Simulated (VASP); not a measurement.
Write the native input for VASP 6.6.1 that does the following.

| Property | Result |
| --- | --- |
| Task | single point |
| Functional | PBE |
| Dispersion | D3(BJ) |
| Potentials or basis | VASP PAW PBE potentials, release 64 (Hg) |
| Cutoff | 500 eV |
| k mesh | 8 × 8 × 8 |
| Occupations | methfessel-paxton, width 0.1 eV |
| Spin | no spin polarisation |
| Dipole correction | no |
| Further INCAR settings | ALGO = Normal; EDIFF = 1e-06; NBANDS = 12 |

The structure of Hg lies in POSCAR:

```
Hg
1.0
    0.0000000000      2.4839971467      2.4839971467
    2.4839971467      0.0000000000      2.4839971467
    2.4839971467      2.4839971467      0.0000000000
Hg
1
Direct
    0.0000000000      0.0000000000      0.0000000000
```

The input as run:

INCAR

```
ALGO = Normal
EDIFF = 1E-6
ENCUT = 500
GGA = PE
GGA_COMPAT = False
ISIF = 2
ISMEAR = 1
IVDW = 12
LASPH = True
LCHARG = False
LREAL = False
LWAVE = False
NBANDS = 12
NELM = 120
PREC = Accurate
SIGMA = 0.1
```

KPOINTS

```
k-points
0
Gamma
  8 8 8
```

Potentials or basis: VASP PAW PBE potentials, release 64 (Hg).

Launch:

```console
$ cat potpaw_PBE.64/Hg/POTCAR > POTCAR
$ mpirun -np 1 vasp_std > vasp.out
```

Results of the run:

```json
{"Pressure": "-1.7 GPa", "Band gap on the k mesh": "zero (band 6 reaches 0.49 eV, above the bottom of band 7 at 0.39 eV)", "Dispersion energy per atom": "-0.343 eV"}
```

Caveat: three body term missing; spin-orbit coupling is left out, which moves the levels of the heavy elements; pairwise dispersion overbinds metals, which lowers pressure and volume.

Run time: 9.6 s on 1 thread of Intel(R) Xeon(R) Platinum 8259CL CPU @ 2.50GHz (Skylake/Cascade Lake) (shared host), peak memory 0.16 GiB.
